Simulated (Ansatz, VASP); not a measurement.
SrTiO3: VASP beside Ansatz

```
Sr Ti O
1.0
     3.89138    0.00000    0.00000
     0.00000    3.89138    0.00000
     0.00000    0.00000    3.89138
Sr Ti O
1 1 3
Cartesian
  -0.0240 0.0000 0.0000
  2.0897 1.9457 1.9457
  -0.0982 1.9457 1.9457
  1.8450 0.0000 1.9457
  1.8450 1.9457 0.0000
```

Change from the starting cell: mode 1 frozen in at -0.124 Å and mode 7 at +0.075 Å (largest displacements).

Alike in both runs: task single point; functional PBEsol; k mesh 8 × 8 × 8; occupations gaussian, width 0.05 eV; no spin polarisation.

|  | VASP | Ansatz |
| --- | --- | --- |
| version | VASP 6.6.1 | Ansatz 0.2.0 |
| potentials or method | VASP PAW PBE potentials, release 64 (Sr_sv, Ti_sv, O), cutoff 520 eV | scalar-relativistic, plane waves, PAW |
| valence electrons in the cell | 40 | 40 |

```csv
,VASP,Ansatz,Ansatz less VASP
gap on the k mesh at the Fermi level (eV),1.91,1.95,+0.041
least direct gap on the mesh (eV),2.60,2.63,+0.028
pressure (GPa),5.0,4.3,-0.71
"traceless stress, the component that is largest in VASP (GPa)",8.19,7.92,-0.270
rms of the force components (eV/Å),0.996,0.945,-0.0507
```

VASP's potentials were made for PBE, not for PBEsol, and Ansatz warns of the same on its side. Atom by atom the forces differ by 0.052 eV/Å (rms over components).
